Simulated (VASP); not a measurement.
## NaI: single point with PBE

Crystal: NaI.

```
Na I
1.0
     0.00000    3.22972    3.22972
     3.22972    0.00000    3.22972
     3.22972    3.22972    0.00000
Na I
1 1
Direct
  0.00000 0.00000 0.00000
  0.50000 0.50000 0.50000
```

```yaml
Program: VASP 6.6.1
Task: single point
Functional: PBE
Potentials_or_basis: VASP PAW PBE potentials, release 64 (Na_pv, I)
Cutoff: 520 eV
k_mesh: 8 × 8 × 8
Occupations: fermi-dirac, width 0.02 eV
Spin: no spin polarisation
```

- Pressure: 0.5 GPa
- Band gap on the k mesh: 3.66 eV, direct

Levels at points of the mesh, in eV from the valence-band top:
```
           k point  band 4  band 5  band 6  band 7  band 8  band 9  band 10  band 11
(0.00, 0.00, 0.00)  -11.03    0.00    0.00    0.00    3.66    7.93     7.93     7.93
(0.50, 0.00, 0.00)  -10.71   -2.20   -0.29   -0.29    5.09    7.45     7.45     8.78
(0.50, 0.50, 0.00)  -10.64   -1.92   -0.75   -0.75    4.50    5.54     9.91    11.34
```

Wall time 25 s on 1 thread of Intel(R) Xeon(R) Platinum 8259CL CPU @ 2.50GHz (Skylake/Cascade Lake) (shared host), peak memory 0.21 GiB.

Caveat: spin-orbit coupling is left out, which moves the levels of the heavy elements.
